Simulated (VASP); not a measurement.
Here is a VASP 6.6.1 calculation.

POSCAR

```
PbS
1.0
    0.0000000000      3.0539500000      2.8760500000
    3.0539500000      0.0000000000      2.8760500000
    3.0539500000      3.0539500000      0.0000000000
Pb S
1 1
Direct
    0.0000000000      0.0000000000      0.0000000000
    0.5000000000      0.5000000000      0.5000000000
```

The input INCAR.step1:

```
SYSTEM = PbS
PREC = Accurate
ENCUT = 520
ISMEAR = 0
SIGMA = 0.05
LREAL = .False.
LASPH = .True.
NELM = 80
NBANDS = 17
GGA = PE
ALGO = Normal
EDIFF = 1E-4
LWAVE = .True.
LCHARG = .False.
```

Contents of INCAR.step2:

```
SYSTEM = PbS
PREC = Accurate
ENCUT = 520
EDIFF = 1E-7
ISMEAR = 0
SIGMA = 0.05
LREAL = .False.
LASPH = .True.
NELM = 80
ALGO = Normal
ISIF = 2
LWAVE = .False.
LCHARG = .False.
METAGGA = R2SCAN
LMIXTAU = .True.
NBANDS = 17
ISTART = 1
```

KPOINTS

```
Automatic mesh
0
Gamma
  8 8 8
  0 0 0
```

Potentials or basis: VASP PAW PBE potentials, release 64 (Pb_d, S).

Command:

```bash
$ cat potpaw_PBE.64/Pb_d/POTCAR potpaw_PBE.64/S/POTCAR > POTCAR
$ cp INCAR.step1 INCAR
$ mpirun -np 1 vasp_std > vasp.out
$ cp INCAR.step2 INCAR
$ mpirun -np 1 vasp_std > vasp.out
```

(1) Predict the pressure.

(2) What does it give for the band gap on the k mesh?

Answers

(1) 0.2 GPa.

(2) 0.62 eV.

Caveat: the cell differs from its parent crystal (strain +0.030 along x and y, -0.030 along z); the PAW data sets were made with another functional, which shifts forces and pressure a little; spin-orbit coupling is left out, which moves the levels of the heavy elements.
